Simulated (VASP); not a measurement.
Runs of VASP 6.6.1 on Ni. Symmetry: Fm-3m, No. 225, cubic system. Conventional cell: a = 3.524 Å, b = 3.524 Å, c = 3.524 Å, α = 90.00°, β = 90.00°, γ = 90.00°. Ni (site symmetry m-3m) has 12 Ni at 2.49 Å within 3.3 Å. 

| smearing | gap on the mesh (eV) | pressure (GPa) | moment (μB) |
| --- | --- | --- | --- |
| gaussian 0.1 eV | none | -1.2 | 0.60 |
| gaussian 0.25 eV | none | -0.6 | (a) |
| gaussian 0.15 eV | none | -1.0 | 0.60 |
| gaussian 0.025 eV | none | -1.2 | 0.60 |
| gaussian 0.05 eV | none | -1.2 | 0.60 |

Alike in all rows: task single point; level PBE; potentials or basis VASP PAW PBE potentials, release 64 (Ni); spin collinear, ferromagnetic start; cell as given; k mesh 16 × 16 × 16; cutoff (eV) 520.

**Question.** Estimate the missing entries.

**Answer.** (a) 0.61.

A gap of «none» marks levels without a gap at the run's occupations.
